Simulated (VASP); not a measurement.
A run of VASP 6.6.1:

File INCAR:

```
SYSTEM = C
  ALGO = Normal
  EDIFF = 1E-6
  ENCUT = 520
  GGA = PE
  ISIF = 2
  ISMEAR = -1
  LASPH = .True.
  LCHARG = .False.
  LREAL = .False.
  LWAVE = .False.
  NBANDS = 11
  NELM = 80
  PREC = Accurate
  SIGMA = 0.06122561905347299
```

File KPOINTS:

```
k-points
0
Gamma
  18 18 18
  0 0 0
```

POSCAR

```
C
1.0
    0.0000000000      1.8211020964      1.8211020964
    1.8211020964      0.0000000000      1.8211020964
    1.8211020964      1.8211020964      0.0000000000
C
2
Direct
    0.0000000000      0.0000000000      0.0000000000
    0.2500000000      0.2500000000      0.2500000000
```

Potentials or basis: VASP PAW PBE potentials, release 64 (C).

Run with:

```sh
$ cat potpaw_PBE.64/C/POTCAR > POTCAR
$ mpirun -np 1 vasp_std > vasp.out
```

Hardware: 1 thread of Intel Xeon 8259CL (shared host).

Question: Estimate the wall time of this run.

Answer: Run time: 27 s on 1 thread of Intel Xeon 8259CL, with other jobs on the host, peak memory 0.13 GiB. Counts: scf iterations 11, k points 195.
